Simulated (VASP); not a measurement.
## WC: relaxation of cell and atoms with LDA

WC:

```
CELL_PARAMETERS angstrom
0.00000 2.19268 2.19268
2.19268 0.00000 2.19268
2.19268 2.19268 0.00000
ATOMIC_POSITIONS crystal
W 0.00000 0.00000 0.00000
C 0.50000 0.50000 0.50000
```

```json
{
 "Program": "VASP 6.6.1",
 "Task": "relaxation of cell and atoms",
 "Functional": "LDA",
 "Potentials or basis": "VASP PAW LDA potentials, release 64 (W_sv, C)",
 "Cutoff": "600 eV",
 "k mesh": "17 × 17 × 17",
 "Occupations": "fermi-dirac, width 0.1 eV",
 "Spin": "no spin polarisation",
 "Dipole correction": "no",
 "Further INCAR settings": "ALGO = Normal; EDIFF = 1e-06; IBRION = 2; EDIFFG = -0.01; NSW = 80; ISIF = 3"
}
```

```
Relaxed volume                         : 10.16 Å³/atom
Relaxed cell                           : a = 3.063 Å, b = 3.063 Å, c = 3.063 Å, α = 60.00°, β = 60.00°, γ = 60.00°
Space group after relaxing (to 0.05 Å) : Fm-3m (No. 225)
Energy gained by relaxing              : 17.1 meV/atom
Ionic steps                            : 4
Pressure after relaxing                : -0.1 GPa
```

The path:
| step | energy change (eV) | largest force (eV/Å) | pressure (GPa) | volume (Å³) |
| --- | --- | --- | --- | --- |
| 1 | 0.0000 | 0.0000 | -13.81 | 21.08 |
| 2 | 0.2263 | 0.0000 | 48.28 | 18.43 |
| 3 | -0.0341 | 0.0000 | -0.52 | 20.34 |
| 4 | -0.0342 | 0.0000 | -0.11 | 20.32 |

Final structure:
```
W C
1.0
     0.00000    2.16589    2.16589
     2.16589    0.00000    2.16589
     2.16589    2.16589    0.00000
W C
1 1
Direct
  0.00000 0.00000 0.00000
  0.50000 0.50000 0.50000
```

Levels at points of the mesh, in eV from the Fermi level:
| k point | band 6 | band 7 | band 8 | band 9 | band 10 | band 11 | band 12 | band 13 |
| --- | --- | --- | --- | --- | --- | --- | --- | --- |
| (0.00, 0.00, 0.00) | -2.88 | -2.88 | -2.88 | -1.08 | -1.08 | -1.08 | -0.99 | -0.99 |

It took 69 s on 1 thread of Intel(R) Xeon(R) 6975P-C (Granite Rapids), on a shared host, peak memory 0.2 GiB.

Caveat: the bands computed are all filled at some k points, so no gap is given; spin-orbit coupling is left out, which moves the levels of the heavy elements.
